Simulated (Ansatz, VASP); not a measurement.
## LuMnIn: VASP beside Ansatz

```
Lu Mn In
1.0
     4.85964    0.00000    0.00000
    -2.42982    4.20857    0.00000
     0.00000    0.00000    3.48911
Lu Mn In
1 1 1
Direct
  0.00000 0.00000 0.00000
  0.33333 0.66667 0.50000
  0.66667 0.33333 0.50000
```

Alike in both runs: task single point; functional PBE; k mesh 7 × 7 × 9; occupations fermi-dirac, width 0.15 eV; collinear spin.

|  | VASP | Ansatz |
| --- | --- | --- |
| version | VASP 6.6.1 | Ansatz 0.2.0 |
| potentials or method | VASP PAW PBE potentials, release 64 (Lu, Mn_pv, In_d), cutoff 520 eV | plane waves, PAW |
| valence electrons in the cell | 51 | 53 |

```tsv
	VASP	Ansatz	Ansatz less VASP
net moment per atom (μB)	1.22	1.22	+0.001
size of the moment on the site where the two differ most (μB)	3.71	3.76	+0.048
```

Site moments also hang on the region over which each program counts them. VASP's potentials hold 51 valence electrons a cell and Ansatz's 53, so a difference there can come from the potentials and not from the codes.

Neither program's run includes spin-orbit coupling.
